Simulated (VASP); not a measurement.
**Au: single point with PBEsol**

Crystal: Au.

```
Au
1.0
    -3.31454    0.00000    0.00000
     0.00000   -3.31454    0.00000
     0.00000    0.00000    9.94361
Au
6
Direct
  0.50000 0.50000 0.16667
  0.00000 0.00000 0.00000
  0.50000 0.50000 0.50000
  0.00000 0.00000 0.33333
  0.50000 0.50000 0.83333
  0.00000 0.00000 0.66667
```

| Item | Value |
| --- | --- |
| Program | VASP 6.6.1 |
| Task | single point |
| Functional | PBEsol |
| Potentials or basis | VASP PAW PBE potentials, release 64 (Au) |
| Cutoff | 520 eV |
| k mesh | 14 × 14 × 5 |
| Occupations | gaussian, width 0.15 eV |
| Spin | no spin polarisation |

```yaml
Pressure: -9.5 GPa
Band_gap_on_the_k_mesh: zero (band 33 reaches 10.97 eV, above the bottom of band 34 at 6.59 eV)
```

Levels at points of the mesh, in eV from the Fermi level:
```csv
k point,band 29,band 30,band 31,band 32,band 33,band 34,band 35,band 36,band 37,band 38
"(0.00, 0.00, 0.00)",-2.41,-2.41,-1.72,-1.72,-1.72,0.11,0.11,6.19,6.19,6.19
"(0.50, 0.00, 0.00)",-1.68,-1.68,-1.68,-1.68,-1.00,-1.00,-1.00,-1.00,5.14,5.14
"(0.50, 0.50, 0.00)",-1.37,-1.37,-0.41,-0.41,2.76,2.76,2.76,2.76,3.19,3.19
```

Wall time 7.6 min on 1 thread of Oxide Virtual Turin-like Processor, on a shared host, peak memory 0.44 GiB.

Caveat: the PAW data sets were made with another functional, which shifts forces and pressure a little; spin-orbit coupling is left out, which moves the levels of the heavy elements.
